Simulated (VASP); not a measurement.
Write the native input for VASP 6.6.1 that does the following.

```
Task                   : single point
Functional             : PBE
Potentials or basis    : VASP PAW PBE potentials, release 64 (S)
Cutoff                 : 520 eV
k mesh                 : 16 × 16 × 16
Occupations            : fermi-dirac, width 0.1 eV
Spin                   : no spin polarisation
Dipole correction      : no
Further INCAR settings : ALGO = Normal; EDIFF = 1e-06; NBANDS = 9
```

The structure of S lies in POSCAR:

```
S
1.0
   -1.3891809290      1.3891809290      1.3891809290
    1.3891809290     -1.3891809290      1.3891809290
    1.3891809290      1.3891809290     -1.3891809290
S
1
Direct
    0.0000000000      0.0000000000      0.0000000000
```

This isn't the form of S at room conditions, which is orthorhombic, of S8 rings.

These files were run (other wordings do the same):

INCAR

```
SYSTEM = S
  PREC = Accurate
  ENCUT = 520
  EDIFF = 1E-6
  ISMEAR = -1
  SIGMA = 0.1
  LREAL = .False.
  LASPH = .True.
  NELM = 100
  ALGO = Normal
  ISIF = 2
  LWAVE = .False.
  LCHARG = .False.
  GGA = PE
  NBANDS = 9
```

KPOINTS

```
Automatic mesh
0
Gamma
  16 16 16
  0 0 0
```

Potentials or basis: VASP PAW PBE potentials, release 64 (S).

Command:

```bash
$ cat potpaw_PBE.64/S/POTCAR > POTCAR
$ mpirun -np 1 vasp_std > vasp.out
```

Results of the run:

| Quantity | Value |
| --- | --- |
| Pressure | 69.5 GPa |
| Band gap on the k mesh | zero (bands 3 and 4 overlap by 12.90 eV) |

Caveat: the cell stands under pressure.

Run time: 16 s on 1 thread of Intel Xeon 8259CL, with other jobs on the host, peak memory 0.12 GiB.
